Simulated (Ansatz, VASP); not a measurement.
Al2Rh: VASP beside Ansatz

INCAR

```
SYSTEM = Al2Rh
ALGO = Normal
EDIFF = 1E-6
ENCUT = 520
GGA = PE
ISIF = 2
ISMEAR = 0
LASPH = .True.
LCHARG = .True.
LELF = .True.
LREAL = .False.
LVHAR = .True.
LWAVE = .False.
NBANDS = 30
NELM = 80
PREC = Accurate
SIGMA = 0.1
```

Contents of KPOINTS:

```
k-points
0
Gamma
  6 6 4
  0 0 0
```

The input POSCAR:

```
Al2Rh
1.0
    4.4760736200      0.0000000000      0.0000000000
   -2.2380368100      3.8763934600      0.0000000000
    0.0000000000      0.0000000000      5.6192792700
Al Rh
4 2
Direct
    0.3333333300      0.6666666700      0.7500000000
    0.6666666700      0.3333333300      0.2500000000
    0.0000000000      0.0000000000      0.0000000000
    0.0000000000      0.0000000000      0.5000000000
    0.3333333300      0.6666666700      0.2500000000
    0.6666666700      0.3333333300      0.7500000000
```

Input for Ansatz:

```yaml
crystal:
  lattice:
    - [4.47607362, 0.0, 0.0]
    - [-2.23803681, 3.87639346, 0.0]
    - [0.0, 0.0, 5.61927927]
  atoms:
    - { symbol: Al, position: [0.33333333, 0.66666667, 0.75] }
    - { symbol: Al, position: [0.66666667, 0.33333333, 0.25] }
    - { symbol: Al, position: [0.0, 0.0, 0.0] }
    - { symbol: Al, position: [0.0, 0.0, 0.5] }
    - { symbol: Rh, position: [0.33333333, 0.66666667, 0.25] }
    - { symbol: Rh, position: [0.66666667, 0.33333333, 0.75] }
basis:
  ecutwfc: 420
kpoints:
  mp_grid: { grid: [6, 6, 4] }
hamiltonian:
  xc: pbe
scf:
  occupations: { method: gaussian, width: 0.1 }
  lower_state_search: "off"
output:
  forces: true
  stress: true
  eigenvalues: true
```

Change from the starting cell: species swapped into the Tm2In type (P6_3/mmc, No. 194).

Alike in both runs: task single point; functional PBE; k mesh 6 × 6 × 4; occupations gaussian, width 0.1 eV; no spin polarisation.

|  | VASP | Ansatz |
| --- | --- | --- |
| version | VASP 6.6.1 | Ansatz 0.2.0 |
| potentials or method | VASP PAW PBE potentials, release 64 (Al, Rh_pv), cutoff 520 eV | scalar-relativistic, plane waves, PAW |
| valence electrons in the cell | 42 | 46 |

Ansatz gave:

```
gap on the k mesh at the Fermi level (eV)                     : none
pressure (GPa)                                                : -13.2
traceless stress, the component that is largest in VASP (GPa) : 0.19
```

Q: What did VASP give for the same quantities?

A: gap on the k mesh at the Fermi level (eV): none; pressure (GPa): -13.2; traceless stress, the component that is largest in VASP (GPa): 0.18.

A gap of «none» marks a metal or a gap that the smearing closes. VASP's potentials hold 42 valence electrons a cell and Ansatz's 46, so a difference there can come from the potentials and not from the codes.
